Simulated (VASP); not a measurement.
The system is LuSeBr.

```
CELL_PARAMETERS angstrom
4.52369 0.00000 0.00000
-2.26185 3.91763 0.00000
0.00000 0.00000 5.53174
ATOMIC_POSITIONS crystal
Lu 0.66667 0.33333 0.50000
Se 0.00000 0.00000 0.00000
Br 0.33333 0.66667 0.50000
```

The cell was generated, and may not be a known phase.

* Program: VASP 6.6.1
* Task: relaxation of cell and atoms
* Functional: PBE
* Potentials or basis: VASP PAW PBE potentials, release 64 (Lu, Se, Br)
* Cutoff: 600 eV
* k mesh: 12 × 12 × 8
* Occupations: gaussian, width 0.1 eV
* Spin: no spin polarisation

At the start: pressure -2.2 GPa; volume 32.68 Å³/atom.

Task: Where does the relaxation end?

Result: Over 13 steps the energy falls by 612.4 meV/atom and the volume is 24.89 Å³/atom (-23.8 %); space group P-6m2 (No. 187, to 0.1 Å) before and after.

Step by step:
| step | energy change (eV) | largest force (eV/Å) | pressure (GPa) | volume (Å³) |
| --- | --- | --- | --- | --- |
| 1 | 0.0000 | 0.0000 | -2.22 | 98.03 |
| 2 | -1.2907 | 0.0000 | -4.67 | 90.53 |
| 3 | -1.5777 | 0.0000 | -5.35 | 86.84 |
| 4 | -1.5919 | 0.0000 | -4.65 | 78.30 |
| 5 | -1.6879 | 0.0000 | -5.24 | 83.39 |
| 6 | -1.7820 | 0.0000 | 4.07 | 70.06 |
| 7 | -1.8363 | 0.0000 | -0.09 | 74.68 |
| 8 | -1.8363 | 0.0000 | -0.01 | 74.51 |
| 9 | -1.8371 | 0.0000 | 0.15 | 74.62 |
| 10 | -1.8372 | 0.0000 | 0.18 | 74.70 |
| 11 | -1.8372 | 0.0000 | 0.07 | 74.68 |
| 12 | -1.8372 | 0.0000 | 0.08 | 74.66 |
| 13 | -1.8372 | 0.0000 | -0.03 | 74.67 |

Final structure:
```xyz
3
Lattice="4.6968 0.0000 0.0000 -2.3484 4.0676 0.0000 0.0000 0.0000 3.9085" Properties=species:S:1:pos:R:3 pbc="T T T"
Lu    2.3484    1.3559    1.9542
Se    0.0000    0.0000    0.0000
Br    0.0000    2.7117    1.9542
```

Caveat: the volume moved by over 15 % at a fixed basis, so the end points are rough.
